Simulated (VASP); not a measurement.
Crystal: MnV.

```
Mn V
1.0
     2.90000    0.00000    0.00000
     0.00000    2.90000    0.00000
     0.00000    0.00000    2.90000
Mn V
1 1
Direct
  0.00000 0.00000 0.00000
  0.50000 0.50000 0.50000
```

Program: VASP 6.6.1. Alike in all runs: task single point; level LDA; potentials or basis VASP PAW LDA potentials, release 64 (Mn_pv, V_sv); cell as given; k mesh 11 × 11 × 11; cutoff (eV) 520; smearing fermi-dirac 0.05 eV.

Question: Order these runs on this cell by their pressure, lowest first.
A. spin collinear, ferromagnetic start; fixed moment (μB) 1.8
B. spin collinear, ferromagnetic start; fixed moment (μB) 2.4
C. spin collinear, ferromagnetic start; fixed moment (μB) 1.2
D. spin collinear, ferromagnetic start; fixed moment (μB) 0.8
E. spin off

Answer: E (-21.6 GPa), D (-19.1 GPa), C (-15.9 GPa), A (-10.7 GPa), B (-5.7 GPa).

Caveats: the cell stands under tension; the total moment is fixed, so each spin has its own Fermi level (at least some runs).
